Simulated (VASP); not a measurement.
A run of VASP 6.6.1:

The input INCAR:

```
SYSTEM = Ba
  ALGO = Normal
  EDIFF = 1E-6
  ENCUT = 520
  GGA = RP
  ISIF = 2
  ISMEAR = -1
  LASPH = .True.
  LCHARG = .True.
  LELF = .True.
  LREAL = .False.
  LVHAR = .True.
  LWAVE = .False.
  NBANDS = 17
  NELM = 100
  PREC = Accurate
  SIGMA = 0.1
```

Contents of KPOINTS:

```
k-points
0
Gamma
  9 9 5
  0 0 0
```

The input POSCAR:

```
Ba
1.0
    4.6570813649      0.0000000000      0.0000000000
   -2.3285406824      4.0331507695      0.0000000000
    0.0000000000      0.0000000000      7.6422157723
Ba
2
Direct
    0.3333333333      0.6666666667      0.2500000000
    0.6666666667      0.3333333333      0.7500000000
```

Potentials or basis: VASP PAW PBE potentials, release 64 (Ba_sv).

Run with:

```sh
$ cat potpaw_PBE.64/Ba_sv/POTCAR > POTCAR
$ mpirun -np 1 vasp_std > vasp.out
```

Hardware: 1 thread of Intel(R) Xeon(R) 6975P-C (Granite Rapids) (shared host).

How long does it take, and how much memory?

Run time: 35 s on 1 thread of Intel(R) Xeon(R) 6975P-C (Granite Rapids) (shared host), peak memory 0.28 GiB. Counts: scf iterations 11, k points 36.
